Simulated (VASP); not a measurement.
A run of VASP 6.6.1 is set up as follows.

INCAR

```
SYSTEM = HC18Cl
ALGO     = Normal         ! electronic algorithm
EDIFF    = 1E-6           ! SCF threshold, eV
ENCUT    = 520            ! plane-wave cutoff, eV
GGA      = PE             ! functional
ISIF     = 2              ! what is computed and relaxed
ISMEAR   = -1             ! smearing method
IVDW     = 12             ! dispersion correction
LASPH    = .True.         ! aspherical terms in the spheres
LCHARG   = .False.        ! write CHGCAR
LREAL    = Auto         
LWAVE    = .False.        ! write WAVECAR
NBANDS   = 56             ! bands
NELM     = 80             ! most SCF steps
PREC     = Accurate       ! precision mode
SIGMA    = 0.05           ! smearing width, eV
```

KPOINTS

```
k-points
0
Gamma
  2 2 1
  0 0 0
```

The input POSCAR:

```
HC18Cl
1.0
    7.3980000000      0.0000000000      0.0000000000
   -3.6990000000      6.4068560000      0.0000000000
    0.0000000000      0.0000000000     13.0000000000
C Cl H
18 1 1
Direct
    0.0031380818     -0.0154053720      0.0768769231
    0.2153776463      0.0992062253      0.0787615385
   -0.0006162842      0.3226387482      0.0753846154
    0.2271480011      0.4337228744      0.0758692308
   -0.0043573743      0.6515988497      0.0763538462
    0.2206842582      0.7683487814      0.0771230769
    0.3359929712     -0.0172003242      0.0759615385
    0.5522773401      0.0961470025      0.0774307692
    0.3297857140      0.3150999492      0.0748461538
    0.5570617003      0.4258563014      0.0777538462
    0.3321803185      0.6551419292      0.0734538462
    0.5558027771      0.7609972817      0.0786615385
    0.6739084150     -0.0093337512      0.0763230769
    0.8885862410      0.0953665885      0.0756461538
    0.6560300788      0.3158179300      0.0755307692
    0.8870845691      0.4306168267      0.0752692308
    0.6678586443      0.6488830091      0.0754230769
    0.8863050897      0.7632292656      0.0745538462
    1.0241067342      0.2484838117      0.3357615385
    1.0908771493      0.1986777914      0.4153846154
```

Potentials or basis: VASP PAW PBE potentials, release 64 (C, Cl, H).

Command:

```console
$ cat potpaw_PBE.64/C/POTCAR potpaw_PBE.64/Cl/POTCAR potpaw_PBE.64/H/POTCAR > POTCAR
$ mpirun -np 1 vasp_std > vasp.out
```

Problem. Predict the band gap on the k mesh.

Solution. 0.04 eV.

Problem. Estimate the dispersion energy per atom.

Solution. -0.087 eV.

Problem. Estimate the largest force.

Solution. 4.374 eV/Å.

Forces in eV/Å, atoms in the order of the input:
```
C   -3.107 -0.052 -0.128
C    4.007 -1.010 -0.472
C    1.692 -0.842  0.003
C   -2.216 -0.794 -0.377
C    0.764  0.164 -0.146
C    0.869 -2.390 -0.373
C   -2.768  1.837  0.483
C    1.445 -0.492 -0.338
C    0.336  1.701  0.593
C   -3.329  1.064 -0.493
C    0.874  0.226  0.778
C   -0.463  1.506 -0.728
C   -2.151 -2.542  0.233
C    1.236  1.742  0.074
C    4.368  0.067  0.204
C   -1.170 -0.149  0.078
C   -1.060  0.306  0.295
C    0.662 -0.338  0.309
Cl  -0.098  0.050 -0.177
H    0.109 -0.053  0.183
```

Caveat: the k points lie up to 0.49 Å⁻¹ apart; there is no dipole correction, which matters where the two faces differ; semilocal functionals underestimate gaps, and a narrow one can read as zero.
